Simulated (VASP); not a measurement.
A run of VASP 6.6.1 is set up as follows.

File INCAR:

```
SYSTEM = ZrB2
PREC     = Accurate       ! precision mode
ENCUT    = 520            ! plane-wave cutoff, eV
EDIFF    = 1E-8           ! SCF threshold, eV
ISMEAR   = -1             ! smearing method
SIGMA    = 0.05           ! smearing width, eV
LREAL    = .False.        ! projectors in reciprocal space
LASPH    = .True.         ! aspherical terms in the spheres
NELM     = 80             ! most SCF steps
ALGO     = Normal         ! electronic algorithm
ISIF     = 2              ! what is computed and relaxed
LWAVE    = .False.        ! write WAVECAR
LCHARG   = .False.        ! write CHGCAR
GGA      = CA             ! functional
LEFG     = .True.       
NBANDS   = 16             ! bands
```

KPOINTS

```
regular mesh
0
Gamma
  13 13 10
  0 0 0
```

File POSCAR:

```
ZrB2
1.0
    3.1675246616      0.0000000000      0.0000000000
   -1.5837623308      2.7431568240      0.0000000000
    0.0000000000      0.0000000000      3.5523880600
Zr B
1 2
Direct
    0.0000000000      0.0000000000      0.0000000000
    0.3333333333      0.6666666667      0.5000000000
    0.6666666667      0.3333333333      0.5000000000
```

Potentials or basis: VASP PAW LDA potentials, release 64 (Zr_sv, B).

Command:

```bash
$ cat potpaw_LDA.64/Zr_sv/POTCAR potpaw_LDA.64/B/POTCAR > POTCAR
$ mpirun -np 1 vasp_std > vasp.out
```

(1) What does it give for the band gap on the k mesh?

(2) What does it give for the pressure?

## Answers

(1) zero (band 9 reaches 10.94 eV, above the bottom of band 10 at 10.10 eV).

(2) -9.2 GPa.

Caveat: without QUAD_EFG the Cq values of the log hold for a quadrupole moment of 1 mb, not for the nuclei.
